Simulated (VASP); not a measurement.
Wanted: the native input for a VASP 6.6.1 run.

```yaml
Task: single point
Functional: PBEsol
Potentials_or_basis: VASP PAW PBE potentials, release 64 (Ag)
Cutoff: 520 eV
k_mesh: 20 × 20 × 20
Occupations: gaussian, width 0.15 eV
Spin: no spin polarisation
Dipole_correction: no
Further_INCAR_settings: ALGO = Normal; EDIFF = 1e-06; NBANDS = 12
```

The structure of Ag lies in POSCAR:

```
Ag
1.0
    0.0000000000      1.9409450000      2.0941775000
    1.9409450000      0.0000000000      2.0941775000
    1.9409450000      1.9409450000      0.0000000000
Ag
1
Direct
    0.0000000000      0.0000000000      0.0000000000
```

This cell differs from its parent crystal: strain -0.050 along x and y, +0.025 along z.

One way to write it, as run:

INCAR

```
SYSTEM = Ag
  ALGO = Normal
  EDIFF = 1E-6
  ENCUT = 520
  GGA = PS
  ISIF = 2
  ISMEAR = 0
  LASPH = .TRUE.
  LCHARG = .FALSE.
  LREAL = .FALSE.
  LWAVE = .FALSE.
  NBANDS = 12
  NELM = 100
  PREC = Accurate
  SIGMA = 0.15
```

KPOINTS

```
k-points
0
G
  20 20 20
  0 0 0
```

Potentials or basis: VASP PAW PBE potentials, release 64 (Ag).

Command:

```bash
$ cat potpaw_PBE.64/Ag/POTCAR > POTCAR
$ mpirun -np 1 vasp_std > vasp.out
```

Results of the run:

```json
{
 "Pressure": "7.5 GPa"
}
```

Caveat: the cell differs from its parent crystal (strain -0.050 along x and y, +0.025 along z); the PAW data sets were made with another functional, which shifts forces and pressure a little.

Wall time 36 s on 1 thread of Intel(R) Xeon(R) 6975P-C (Granite Rapids) (shared host), peak memory 0.23 GiB.
